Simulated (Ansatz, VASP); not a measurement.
## Two plane-wave programs on Al3GaN4

INCAR

```
  PREC = Accurate
  ENCUT = 520
  EDIFF = 1E-6
  ISMEAR = 0
  SIGMA = 0.05
  LREAL = False
  LASPH = True
  NELM = 80
  ALGO = Normal
  ISIF = 2
  LWAVE = False
  LCHARG = False
  GGA = PS
  NBANDS = 31
```

KPOINTS

```
regular mesh
0
Gamma
  6 6 6
```

Contents of POSCAR:

```
Al3GaN4
1.0
    4.2749048883      0.0000000000      0.0000000000
    0.0000000000      4.2749048883      0.0000000000
    0.0000000000      0.0000000000      4.2749048883
Al Ga N
3 1 4
Direct
    0.5000000000      0.5000000000      0.0000000000
    0.5000000000      0.0000000000      0.5000000000
    0.0000000000      0.5000000000      0.5000000000
    0.0000000000      0.0000000000      0.0000000000
    0.7447140287      0.7447140287      0.2552859713
    0.7447140287      0.2552859713      0.7447140287
    0.2552859713      0.7447140287      0.7447140287
    0.2552859713      0.2552859713      0.2552859713
```

Input for Ansatz:

```yaml
crystal:
  lattice:
    - [4.2749048883, 0.0, 0.0]
    - [0.0, 4.2749048883, 0.0]
    - [0.0, 0.0, 4.2749048883]
  atoms:
    - { symbol: Al, position: [0.5, 0.5, 0.0] }
    - { symbol: Al, position: [0.5, 0.0, 0.5] }
    - { symbol: Al, position: [0.0, 0.5, 0.5] }
    - { symbol: Ga, position: [0.0, 0.0, 0.0] }
    - { symbol: "N", position: [0.7447140287, 0.7447140287, 0.2552859713] }
    - { symbol: "N", position: [0.7447140287, 0.2552859713, 0.7447140287] }
    - { symbol: "N", position: [0.2552859713, 0.7447140287, 0.7447140287] }
    - { symbol: "N", position: [0.2552859713, 0.2552859713, 0.2552859713] }
basis:
  ecutwfc: 520.0
kpoints:
  mp_grid: { grid: [6, 6, 6] }
hamiltonian:
  xc: pbesol
scf:
  occupations: { method: gaussian, width: 0.05 }
output:
  forces: true
  stress: true
  eigenvalues: true
  write_density: true
  write_potential: true
  elf: true
  volumetric_format: npy
```

Change from the starting cell: equal engineering shear yz, xz and xy +0.0000, equal normal strain along x, y and z -0.0300.

Alike in both runs: task single point; functional PBEsol; k mesh 6 × 6 × 6; occupations gaussian, width 0.05 eV; no spin polarisation.

```csv
,VASP,Ansatz
version,VASP 6.6.1,Ansatz 0.2.0
potentials or method,"VASP PAW PBE potentials, release 64 (Al, Ga_d, N), cutoff 520 eV","scalar-relativistic, plane waves, PAW"
valence electrons in the cell,42,42
```

VASP gave:

| Item | Value |
| --- | --- |
| gap on the k mesh at the Fermi level (eV) | 3.37 |
| least direct gap on the mesh (eV) | 3.38 |
| pressure (GPa) | 21.7 |
| rms of the force components (eV/Å) | 0.005 |

Estimate Ansatz's values.

gap on the k mesh at the Fermi level (eV): 3.38; least direct gap on the mesh (eV): 3.39; pressure (GPa): 21.7; rms of the force components (eV/Å): 0.014.

VASP's potentials were made for PBE, not for PBEsol. Atom by atom the forces differ by 0.009 eV/Å (rms over components).
